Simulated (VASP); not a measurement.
# SiF (Pm-3m) in VASP: further runs, part 2 of 2

VASP 6.6.1. Earlier steps stand in the parts before.

## Step 3: Single point, PBE

Input file INCAR:

```
SYSTEM = SiF
ALGO = Normal ; EDIFF = 1E-6
ENCUT = 600 ; GGA = PE
GGA_COMPAT = .False. ; ISIF = 2
ISMEAR = 0 ; LASPH = .True.
LCHARG = .False. ; LREAL = .False.
LWAVE = .False. ; NBANDS = 12
NELM = 120 ; PREC = Accurate
SIGMA = 0.2
```

Input file KPOINTS:

```
k-points
0
Gamma
  6 6 6
  0 0 0
```

Input file POSCAR:

```
SiF
1.0
    3.0255787261      0.0000000000      0.0000000000
    0.0000000000      3.0255787261      0.0000000000
    0.0000000000      0.0000000000      3.0255787261
Si F
1 1
Direct
    0.5000000000      0.5000000000      0.5000000000
    0.0000000000      0.0000000000      0.0000000000
```

Potentials or basis: VASP PAW PBE potentials, release 64 (Si, F).

Started as:

```sh
$ cat potpaw_PBE.64/Si/POTCAR potpaw_PBE.64/F/POTCAR > POTCAR
$ mpirun -np 1 vasp_std > vasp.out
```

OUTCAR:

```text
SYSTEM = SiF
   EDIFF = 1E-6
   ENCUT = 600
   GGA = PE
   ISIF = 2
   ISMEAR = 0
   LASPH = .True.
   LREAL = .False.
   NELM = 120
   PREC = Accurate

 ion  position               nearest neighbor table
   1  0.500  0.500  0.500-
   2  0.000  0.000  0.000-

  LATTYP: Found a simple cubic cell.
 ALAT       =     3.0255787261

  Lattice vectors:

 A1 = (   3.0255787261,   0.0000000000,   0.0000000000)
 A2 = (   0.0000000000,   3.0255787261,   0.0000000000)
 A3 = (   0.0000000000,   0.0000000000,   3.0255787261)

Analysis of symmetry for initial positions (statically):
=====================================================================
 Subroutine PRICEL returns:
 Original cell was already a primitive cell.

 Routine SETGRP: Setting up the symmetry group for a
 simple cubic supercell.

 Subroutine GETGRP returns: Found 48 space group operations
 (whereof 48 operations were pure point group operations)
 out of a pool of 48 trial point group operations.

The static configuration has the point symmetry O_h .

Analysis of symmetry for dynamics (positions and initial velocities):
=====================================================================
 Subroutine PRICEL returns:
 Original cell was already a primitive cell.

 Routine SETGRP: Setting up the symmetry group for a
 simple cubic supercell.

 Subroutine GETGRP returns: Found 48 space group operations
 (whereof 48 operations were pure point group operations)
 out of a pool of 48 trial point group operations.

The dynamic configuration has the point symmetry O_h .

 Subroutine INISYM returns: Found 48 space group operations
 (whereof 48 operations are pure point group operations),
 and found     1 'primitive' translations

----------------------------------------------------------------------------------------

[... 111 lines left out ...]
   LORBIT       =      0    0 simple, 1 ext, 2 COOP (PROOUT), +10 PAW based schemes
   GGA     = PE    functional components
   LHFCALC =     F    Hartree Fock is set to
   AEXX    =    0.0000 exact exchange contribution
   IVDW    =     0    specifies the selected vdW correction
   LEPSILON=     F    determine dielectric tensor
   LRPA    =     F    only Hartree local field effects (RPA)
 non-spin polarized calculation
 Gauss-broadening in eV      SIGMA  =   0.20
  energy-cutoff  :      600.00
  volume of cell :       27.70
 maximum number of plane-waves:       952
   NGX = 13   NGY = 13   NGZ = 13

 number of electron      11.0000013 magnetization

 Free energy of the ion-electron system (eV)
  ---------------------------------------------------
  ext. energy  EPLUGINS =         0.00000000
  ---------------------------------------------------
  free energy    TOTEN  =        -7.75461522 eV

  energy without entropy =       -7.71089791  energy(sigma->0) =       -7.73275656

 E-fermi :   5.8189     XC(G=0): -10.3171

 val. band max:        5.7008466313   @ k =   0.5000   0.3333   0.3333
 cond. band min:       5.8371193492   @ k =   0.5000   0.3333   0.0000
 fundamental gap:      0.1362727178
 Fermi energy:         5.8189077932

 k-point     1 :       0.0000    0.0000    0.0000
  band No.  band energies     occupation
      1     -18.3149      2.00000
      2      -3.1505      2.00000
      3       0.5952      2.00000
      4       0.5952      2.00000
      5       0.5952      2.00000
      6      10.9959      0.00000
      7      10.9959      0.00000
      8      10.9959      0.00000
      9      11.6528      0.00000
     10      11.6528      0.00000
     11      21.9071      0.00000
     12      22.7956      0.00000
[... 271 lines left out ...]
 k-point    20 :       0.5000    0.5000    0.5000
  band No.  band energies     occupation
      1     -17.7634      2.00000
      2      -0.2514      2.00000
      3      -0.2514      2.00000
      4      -0.2514      2.00000
      5       2.9464      2.00000
      6       4.9024      2.00000
      7       4.9024      2.00000
      8       4.9024      2.00000
      9      14.9613      0.00000
     10      14.9613      0.00000
     11      14.9613      0.00000
     12      26.8851      0.00000

------------------------ aborting loop because EDIFF is reached ----------------------------------------

  FORCE on cell =-STRESS in cart. coord.  units (eV):
  Direction    XX          YY          ZZ          XY          YZ          ZX
  --------------------------------------------------------------------------------------
  -------------------------------------------------------------------------------------
  Total        0.0537901      0.0537901      0.0537901      0.0000000      0.0000000     -0.0000000
  in kB        3.1116253      3.1116253      3.1116253      0.0000000      0.0000000     -0.0000000
  external PRESSURE =       3.1116253 kB  Pullay stress =       0.0000000 kB

 VOLUME and BASIS-vectors are now :
 -----------------------------------------------------------------------------
  energy-cutoff  :      600.00
  volume of cell :       27.70
      direct lattice vectors                 reciprocal lattice vectors
     3.025578726  0.000000000  0.000000000     0.330515280  0.000000000  0.000000000
     0.000000000  3.025578726  0.000000000     0.000000000  0.330515280  0.000000000
     0.000000000  0.000000000  3.025578726     0.000000000  0.000000000  0.330515280

 POSITION                                       TOTAL-FORCE (eV/Angst)
 -----------------------------------------------------------------------------------
      1.51279      1.51279      1.51279         0.000000      0.000000      0.000000
      0.00000      0.00000      0.00000         0.000000      0.000000      0.000000
 -----------------------------------------------------------------------------------
    total drift:                               -0.000000      0.000000      0.000000

  FREE ENERGIE OF THE ION-ELECTRON SYSTEM (eV)
  ---------------------------------------------------
  free  energy   TOTEN  =        -7.7546152177 eV

  energy  without entropy=       -7.7108979114  energy(sigma->0) =       -7.73275656
```

stdout:

```text
POSCAR found type information on POSCAR SiF
 POSCAR found :  2 types and       2 ions
 scaLAPACK will be used
 LDA part: xc-table for (Slater+PW92), standard interpolation
 POSCAR, INCAR and KPOINTS ok, starting setup
 FFT: planning ... GRIDC
 FFT: planning ... GRID_SOFT
 FFT: planning ... GRID
 WAVECAR not read
 entering main loop
```

Run time: 2.3 s. Hardware: 1 thread of Intel Xeon 6975P-C (Granite Rapids), shared host; peak memory 0.13 GiB.

What came out:

```
Free energy            : -7.7546 eV
Pressure               : 0.3 GPa
Band gap on the k mesh : zero (an odd number of electrons rules out a gap without spin polarisation)
```

Levels at points of the mesh, in eV from the Fermi level:
```tsv
k point	band 2	band 3	band 4	band 5	band 6	band 7	band 8	band 9
(0.00, 0.00, 0.00)	-8.97	-5.22	-5.22	-5.22	5.18	5.18	5.18	5.83
(0.50, 0.00, 0.00)	-9.79	-4.89	-4.89	-2.63	-2.57	5.05	5.05	7.80
(0.50, 0.50, 0.00)	-7.18	-7.18	-5.74	-4.69	0.92	0.92	6.22	6.60
(0.50, 0.50, 0.50)	-6.07	-6.07	-6.07	-2.87	-0.92	-0.92	-0.92	9.14
```

Caveat: an odd number of electrons without spin polarisation forces a metal; a magnetic or distorted state may lie lower.

## Step 4: Relaxation of cell and atoms, PBE

This run uses another cell than the first one, of 12.74 Å³/atom.

Input file INCAR:

```
PREC = Accurate
ENCUT = 600
EDIFF = 1E-7
ISMEAR = 0
SIGMA = 0.2
LREAL = False
LASPH = True
NELM = 120
ALGO = Normal
ISIF = 3
LWAVE = False
LCHARG = False
GGA = PE
IBRION = 2
NSW = 36
EDIFFG = -0.08
GGA_COMPAT = False
NELMIN = 4
```

Input file KPOINTS:

```
Automatic mesh
0
Gamma
  7 7 7
```

Input file POSCAR:

```
SiF
1.0
    2.9424102900      0.0000000000      0.0000000000
    0.0000000000      2.9424102900      0.0000000000
    0.0000000000      0.0000000000      2.9424102900
Si F
1 1
Direct
    0.0000000000      0.0000000000      0.0000000000
    0.5000000000      0.5000000000      0.5000000000
```

Potentials or basis: VASP PAW PBE potentials, release 64 (Si, F).

Started as:

```sh
$ cat potpaw_PBE.64/Si/POTCAR potpaw_PBE.64/F/POTCAR > POTCAR
$ mpirun -np 1 vasp_std > vasp.out
```

OUTCAR:

```text
PREC = Accurate
   ENCUT = 600
   EDIFF = 1E-7
   ISMEAR = 0
   LREAL = False
   LASPH = True
   NELM = 120
   ISIF = 3
   GGA = PE
   IBRION = 2
   NSW = 36
   EDIFFG = -0.08
   NELMIN = 4

 ion  position               nearest neighbor table
   1  0.000  0.000  0.000-
   2  0.500  0.500  0.500-

  LATTYP: Found a simple cubic cell.
 ALAT       =     2.9424102900

  Lattice vectors:

 A1 = (   2.9424102900,   0.0000000000,   0.0000000000)
 A2 = (   0.0000000000,   2.9424102900,   0.0000000000)
 A3 = (   0.0000000000,   0.0000000000,   2.9424102900)

Analysis of symmetry for initial positions (statically):
=====================================================================
 Subroutine PRICEL returns:
 Original cell was already a primitive cell.

 Routine SETGRP: Setting up the symmetry group for a
 simple cubic supercell.

 Subroutine GETGRP returns: Found 48 space group operations
 (whereof 48 operations were pure point group operations)
 out of a pool of 48 trial point group operations.

The static configuration has the point symmetry O_h .

Analysis of symmetry for dynamics (positions and initial velocities):
=====================================================================
 Subroutine PRICEL returns:
 Original cell was already a primitive cell.

 Routine SETGRP: Setting up the symmetry group for a
 simple cubic supercell.

 Subroutine GETGRP returns: Found 48 space group operations
 (whereof 48 operations were pure point group operations)
 out of a pool of 48 trial point group operations.

The dynamic configuration has the point symmetry O_h .

 Subroutine INISYM returns: Found 48 space group operations
 (whereof 48 operations are pure point group operations),
 and found     1 'primitive' translations

----------------------------------------------------------------------------------------

                                     Primitive cell

  volume of cell :      25.4747

  direct lattice vectors                    reciprocal lattice vectors
     2.942410290  0.000000000  0.000000000     0.339857430  0.000000000  0.000000000
     0.000000000  2.942410290  0.000000000     0.000000000  0.339857430  0.000000000
     0.000000000  0.000000000  2.942410290     0.000000000  0.000000000  0.339857430

  length of vectors
     2.942410290  2.942410290  2.942410290     0.339857430  0.339857430  0.339857430

  position of ions in fractional coordinates (direct lattice)
     0.000000000  0.000000000  0.000000000
     0.500000000  0.500000000  0.500000000

  ion indices of the primitive-cell ions
   primitive index   ion index
                 1           1
                 2           2

----------------------------------------------------------------------------------------
[... 99 lines left out ...]
  energy-cutoff  :      600.00
  volume of cell :       25.47
 maximum number of plane-waves:       870
 NGX is ok and might be reduce to    24
   NGX = 11   NGY = 11   NGZ = 11

--------------------------------------- Ionic step        1  -------------------------------------------

 number of electron      10.9999988 magnetization

 Free energy of the ion-electron system (eV)
  ---------------------------------------------------
  ext. energy  EPLUGINS =         0.00000000
  ---------------------------------------------------
  free energy    TOTEN  =        -7.76231855 eV

  energy without entropy =       -7.73025641  energy(sigma->0) =       -7.74628748

------------------------ aborting loop because EDIFF is reached ----------------------------------------

  FORCE on cell =-STRESS in cart. coord.  units (eV):
  Direction    XX          YY          ZZ          XY          YZ          ZX
  --------------------------------------------------------------------------------------
  -------------------------------------------------------------------------------------
  Total        1.1695744      1.1695744      1.1695744      0.0000000     -0.0000000      0.0000000
  in kB       73.5578017     73.5578017     73.5578017      0.0000000     -0.0000000      0.0000000
  external PRESSURE =      73.5578017 kB  Pullay stress =       0.0000000 kB

 VOLUME and BASIS-vectors are now :
 -----------------------------------------------------------------------------
  energy-cutoff  :      600.00
  volume of cell :       25.47
      direct lattice vectors                 reciprocal lattice vectors
     2.942410290  0.000000000  0.000000000     0.339857430  0.000000000  0.000000000
     0.000000000  2.942410290  0.000000000     0.000000000  0.339857430  0.000000000
     0.000000000  0.000000000  2.942410290     0.000000000  0.000000000  0.339857430

 POSITION                                       TOTAL-FORCE (eV/Angst)
 -----------------------------------------------------------------------------------
      0.00000      0.00000      0.00000         0.000000      0.000000      0.000000
      1.47121      1.47121      1.47121         0.000000      0.000000      0.000000
 -----------------------------------------------------------------------------------
    total drift:                                0.000000      0.000000     -0.000000

  FREE ENERGIE OF THE ION-ELECTRON SYSTEM (eV)
  ---------------------------------------------------
  free  energy   TOTEN  =        -7.7623185500 eV

  energy  without entropy=       -7.7302564104  energy(sigma->0) =       -7.74628748

--------------------------------------- Ionic step        2  -------------------------------------------

 number of electron      11.0000013 magnetization

 Free energy of the ion-electron system (eV)
  ---------------------------------------------------
  ext. energy  EPLUGINS =         0.00000000
  ---------------------------------------------------
  free energy    TOTEN  =        -7.80864828 eV

  energy without entropy =       -7.77613845  energy(sigma->0) =       -7.79239337

 E-fermi :   5.8116     XC(G=0): -10.3184

 val. band max:        5.7066012988   @ k =   0.4286   0.4286   0.2857
 cond. band min:       5.8168715785   @ k =   0.4286   0.4286   0.2857
 fundamental gap:      0.1102702797
 Fermi energy:         5.8116190397

 k-point     1 :       0.0000    0.0000    0.0000
  band No.  band energies     occupation
      1     -18.2577      2.00000
      2      -3.1606      2.00000
      3       0.6487      2.00000
      4       0.6487      2.00000
      5       0.6487      2.00000
      6      10.9883      0.00000
      7      10.9883      0.00000
      8      10.9883      0.00000
      9      11.6450      0.00000
[... 217 lines left out ...]
 k-point    20 :       0.4286    0.4286    0.4286
  band No.  band energies     occupation
      1     -17.7242      2.00000
      2      -0.4818      2.00000
      3      -0.2181      2.00000
      4      -0.2181      2.00000
      5       2.2285      2.00000
      6       5.1439      2.00000
      7       5.1439      2.00000
      8       6.1665      0.01209
      9      14.7826      0.00000

------------------------ aborting loop because EDIFF is reached ----------------------------------------

  FORCE on cell =-STRESS in cart. coord.  units (eV):
  Direction    XX          YY          ZZ          XY          YZ          ZX
  --------------------------------------------------------------------------------------
  -------------------------------------------------------------------------------------
  Total       -0.0194254     -0.0194254     -0.0194254      0.0000000     -0.0000000      0.0000000
  in kB       -1.1238899     -1.1238899     -1.1238899      0.0000000     -0.0000000      0.0000000
  external PRESSURE =      -1.1238899 kB  Pullay stress =       0.0000000 kB

 VOLUME and BASIS-vectors are now :
 -----------------------------------------------------------------------------
  energy-cutoff  :      600.00
  volume of cell :       27.69
      direct lattice vectors                 reciprocal lattice vectors
     3.025420647 -0.000000000  0.000000000     0.330532550 -0.000000000  0.000000000
     0.000000000  3.025420647  0.000000000     0.000000000  0.330532550  0.000000000
    -0.000000000 -0.000000000  3.025420647    -0.000000000 -0.000000000  0.330532550

 POSITION                                       TOTAL-FORCE (eV/Angst)
 -----------------------------------------------------------------------------------
      0.00000      0.00000      0.00000        -0.000000      0.000000      0.000000
      1.51271      1.51271      1.51271         0.000000     -0.000000      0.000000
 -----------------------------------------------------------------------------------
    total drift:                                0.000000      0.000000     -0.000000

  FREE ENERGIE OF THE ION-ELECTRON SYSTEM (eV)
  ---------------------------------------------------
  free  energy   TOTEN  =        -7.8086482801 eV

  energy  without entropy=       -7.7761384502  energy(sigma->0) =       -7.79239337

 reached required accuracy - stopping structural energy minimisation
```

It took 3.6 s on 1 thread of Intel Xeon 6975P-C (Granite Rapids), shared host; peak memory 0.13 GiB.

What came out:

```
Free energy                           : -7.8086 eV
Relaxed volume                        : 13.85 Å³/atom
Relaxed cell                          : a = 3.025 Å, b = 3.025 Å, c = 3.025 Å, α = 90.00°, β = 90.00°, γ = 90.00°
Space group after relaxing (to 0.1 Å) : Pm-3m (No. 221)
Energy gained by relaxing             : 23.2 meV/atom
Ionic steps                           : 2
Pressure after relaxing               : -0.1 GPa
Band gap on the k mesh                : zero (an odd number of electrons rules out a gap without spin polarisation)
```

Step by step:
```tsv
step	energy change (eV)	largest force (eV/Å)	pressure (GPa)	volume (Å³)
1	0.0000	0.0000	7.36	25.47
2	-0.0463	0.0000	-0.11	27.69
```

Final structure:
```
CELL_PARAMETERS angstrom
3.02542 0.00000 0.00000
0.00000 3.02542 0.00000
0.00000 0.00000 3.02542
ATOMIC_POSITIONS crystal
Si 0.00000 0.00000 0.00000
F 0.50000 0.50000 0.50000
```

Levels at points of the mesh, in eV from the Fermi level:
```csv
k point,band 3,band 4,band 5,band 6,band 7,band 8
"(0.00, 0.00, 0.00)",-5.16,-5.16,-5.16,5.18,5.18,5.18
```

Caveat: an odd number of electrons without spin polarisation forces a metal; a magnetic or distorted state may lie lower.

## Step 5: Summary

| task | cell | k mesh | gap on the mesh (eV) | pressure (GPa) |
| --- | --- | --- | --- | --- |
| single point | a = 3.025 Å, 2 atoms | 7 × 7 × 7 | none | -0.2 |
| single point | a = 3.026 Å, 2 atoms | 6 × 6 × 6 | none | 0.3 |
| relaxation of cell and atoms | relaxed from a = 2.942 Å, 2 atoms | 7 × 7 × 7 | none | -0.1 |

Alike in all rows: level PBE; potentials or basis VASP PAW PBE potentials, release 64 (Si, F); no spin polarisation; cutoff (eV) 600; smearing gaussian 0.2 eV.

Caveats: an odd number of electrons without spin polarisation forces a metal; a magnetic or distorted state may lie lower.

Total energies depend on the potentials used, so only differences within one code and one set of settings carry meaning.
